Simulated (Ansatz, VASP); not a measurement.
# Two plane-wave programs on Al2O3

```
CELL_PARAMETERS angstrom
2.38550 1.37727 4.57365
-2.38550 1.37727 4.57365
0.00000 -2.75454 4.57365
ATOMIC_POSITIONS crystal
Al 0.85204 0.85204 0.85204
Al 0.64796 0.64796 0.64796
Al 0.14796 0.14796 0.14796
Al 0.35204 0.35204 0.35204
O 0.05586 0.44414 0.75000
O 0.75000 0.05586 0.44414
O 0.44414 0.75000 0.05586
O 0.94414 0.55586 0.25000
O 0.25000 0.94414 0.55586
O 0.55586 0.25000 0.94414
```

Alike in both runs: task single point; functional PBEsol; k mesh 6 × 6 × 6; occupations gaussian, width 0.05 eV; no spin polarisation.

|  | VASP | Ansatz |
| --- | --- | --- |
| version | VASP 6.6.1 | Ansatz 0.2.0 |
| potentials or method | VASP PAW PBE potentials, release 64 (Al, O), cutoff 520 eV | scalar-relativistic, plane waves, PAW |
| valence electrons in the cell | 48 | 48 |

Ansatz gave:

* gap on the k mesh at the Fermi level (eV): 5.25
* least direct gap on the mesh (eV): 5.25
* pressure (GPa): -10.7
* traceless stress, the component that is largest in VASP (GPa): -13.00
* rms of the force components (eV/Å): 0.087

Q: Which values does VASP return?

A: gap on the k mesh at the Fermi level (eV): 5.25; least direct gap on the mesh (eV): 5.25; pressure (GPa): -10.6; traceless stress, the component that is largest in VASP (GPa): -13.05; rms of the force components (eV/Å): 0.086.

VASP's potentials were made for PBE, not for PBEsol, and Ansatz warns of the same on its side. Atom by atom the forces differ by 0.002 eV/Å (rms over components). With one functional, cell and mesh, what is left measures potentials, basis and numerics.
